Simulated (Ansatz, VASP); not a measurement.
# ZnS in VASP and in Ansatz

Contents of INCAR:

```
SYSTEM = ZnS
PREC = Accurate
ENCUT = 520
EDIFF = 1E-6
ISMEAR = 0
SIGMA = 0.05
LREAL = .FALSE.
LASPH = .TRUE.
NELM = 100
ALGO = Normal
ISIF = 2
LWAVE = .FALSE.
LCHARG = .FALSE.
NBANDS = 16
```

KPOINTS

```
Automatic mesh
0
G
  10 10 10
  0 0 0
```

Contents of POSCAR:

```
ZnS
1.0
   -0.8551245756      2.3515925830      2.3515925830
    2.3515925830     -0.8551245756      2.3515925830
    2.3515925830      2.3515925830     -0.8551245756
Zn S
1 1
Direct
    0.0000000000      0.0000000000      0.0000000000
    0.7500000000      0.7500000000      0.7500000000
```

Input for Ansatz:

```yaml
crystal:
  lattice:
    - [-0.8551245756, 2.351592583, 2.351592583]
    - [2.351592583, -0.8551245756, 2.351592583]
    - [2.351592583, 2.351592583, -0.8551245756]
  atoms:
    - { symbol: Zn, position: [0.0, 0.0, 0.0] }
    - { symbol: S, position: [0.75, 0.75, 0.75] }
basis:
  ecutwfc: 420
kpoints:
  mp_grid: { grid: [10, 10, 10] }
hamiltonian:
  xc: lda
scf:
  occupations: { method: gaussian, width: 0.05 }
output:
  forces: true
  stress: true
  eigenvalues: true
```

Alike in both runs: task single point; functional LDA; k mesh 10 × 10 × 10; occupations gaussian, width 0.05 eV; no spin polarisation.

|  | VASP | Ansatz |
| --- | --- | --- |
| version | VASP 6.6.1 | Ansatz 0.2.0 |
| potentials or method | VASP PAW LDA potentials, release 64 (Zn, S), cutoff 520 eV | scalar-relativistic, plane waves, PAW |
| valence electrons in the cell | 18 | 18 |

```csv
,VASP,Ansatz,Ansatz less VASP
gap on the k mesh at the Fermi level (eV),0.71,0.67,-0.043
least direct gap on the mesh (eV),0.94,0.89,-0.047
rms of the force components (eV/Å),10.989,10.611,-0.3779
```

LDA's correlation is that of Perdew and Zunger in VASP and of Perdew and Wang (1992) in Ansatz. Atom by atom the forces differ by 0.378 eV/Å (rms over components).
